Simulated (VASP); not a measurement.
Se: single point with PBE

Crystal: Se.

```
Se
1.0
     2.48777    0.00000    0.00000
     0.00000    2.48777    0.00000
     0.00000    0.00000    2.48777
Se
1
Direct
  0.00000 0.00000 0.00000
```

This cell differs from its parent crystal: volume scaled by 0.68.

* Program: VASP 6.6.1
* Task: single point
* Functional: PBE
* Potentials or basis: VASP PAW PBE potentials, release 64 (Se)
* Cutoff: 520 eV
* k mesh: 15 × 15 × 15
* Occupations: fermi-dirac, width 0.08 eV
* Spin: no spin polarisation
* Dipole correction: no
* Further INCAR settings: ALGO = Normal; EDIFF = 1e-07; NBANDS = 9

```json
{"Pressure": "64.6 GPa", "Band gap on the k mesh": "zero (band 3 reaches 14.92 eV, above the bottom of band 4 at 5.45 eV)"}
```

Levels at points of the mesh, in eV from the Fermi level:
```csv
k point,band 1,band 2,band 3,band 4,band 5,band 6,band 7
"(0.00, 0.00, 0.00)",-20.47,1.90,1.90,1.90,6.81,6.81,10.21
```

It took 6.7 s on 1 thread of Intel(R) Xeon(R) Platinum 8559C (Emerald Rapids) (shared host), peak memory 0.13 GiB.
